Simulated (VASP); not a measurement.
Wanted: the native input for a VASP 6.6.1 run.

```yaml
Task: single point
Functional: HSE06
Potentials_or_basis: VASP PAW PBE potentials, release 64 (Li_sv, H)
Cutoff: 520 eV
k_mesh: 8 × 8 × 8
Occupations: gaussian, width 0.01 eV
Spin: no spin polarisation
Dipole_correction: no
Grid_for_exact_exchange_PRECFOCK: Normal
Further_INCAR_settings: ALGO = Normal; EDIFF = 1e-06; NBANDS = 9
Share_of_exact_exchange: 0.25
Screening_parameter: 0.2079 1/Å
```

The system is LiH.

```
Li H
1.0
    -0.06695    2.03139    2.03139
     2.03139   -0.06695    2.03139
     2.03139    2.03139   -0.06695
Li H
1 1
Direct
  0.00000 0.00000 0.00000
  0.50000 0.50000 0.50000
```

This cell differs from its parent crystal: epitaxial 111 strain +4.8%.

These files were run (other wordings do the same):

POSCAR

```
LiH
1.0
   -0.0669515633      2.0313858322      2.0313858322
    2.0313858322     -0.0669515633      2.0313858322
    2.0313858322      2.0313858322     -0.0669515633
Li H
1 1
Direct
    0.0000000000      0.0000000000      0.0000000000
    0.5000000000      0.5000000000      0.5000000000
```

INCAR.step1

```
PREC     = Accurate       # precision mode
ENCUT    = 520            # plane-wave cutoff, eV
EDIFF    = 1E-5           # SCF threshold, eV
ISMEAR   = 0              # smearing method
SIGMA    = 0.01           # smearing width, eV
LREAL    = F              # projectors in reciprocal space
LASPH    = T              # aspherical terms in the spheres
NELM     = 60             # most SCF steps
ALGO     = Normal         # electronic algorithm
ISIF     = 2              # what is computed and relaxed
LWAVE    = T              # write WAVECAR
LCHARG   = F              # write CHGCAR
NBANDS   = 9              # bands
GGA      = PE             # functional
```

INCAR.step2

```
PREC     = Accurate       # precision mode
ENCUT    = 520            # plane-wave cutoff, eV
EDIFF    = 1E-6           # SCF threshold, eV
ISMEAR   = 0              # smearing method
SIGMA    = 0.01           # smearing width, eV
LREAL    = F              # projectors in reciprocal space
LASPH    = T              # aspherical terms in the spheres
NELM     = 60             # most SCF steps
ALGO     = Normal         # electronic algorithm
ISIF     = 2              # what is computed and relaxed
LWAVE    = F              # write WAVECAR
LCHARG   = F              # write CHGCAR
GGA      = PE             # functional
LHFCALC  = T              # exact exchange
HFSCREEN = 0.2079         # screening, 1/A
PRECFOCK = Normal       
NBANDS   = 9              # bands
ISTART   = 1
```

KPOINTS

```
Automatic mesh
0
Gamma
  8 8 8
```

Potentials or basis: VASP PAW PBE potentials, release 64 (Li_sv, H).

Launch:

```bash
$ cat potpaw_PBE.64/Li_sv/POTCAR potpaw_PBE.64/H/POTCAR > POTCAR
$ cp INCAR.step1 INCAR
$ mpirun -np 1 vasp_std > vasp.out
$ cp INCAR.step2 INCAR
$ mpirun -np 1 vasp_std > vasp.out
```

Results of the run:

```json
{
  "Band gap on the k mesh": "4.01 eV"
}
```

Caveat: the cell differs from its parent crystal (epitaxial 111 strain +4.8%).

Run time: 17 min on 1 thread of Intel(R) Xeon(R) 6975P-C (Granite Rapids) (shared host), peak memory 0.25 GiB.
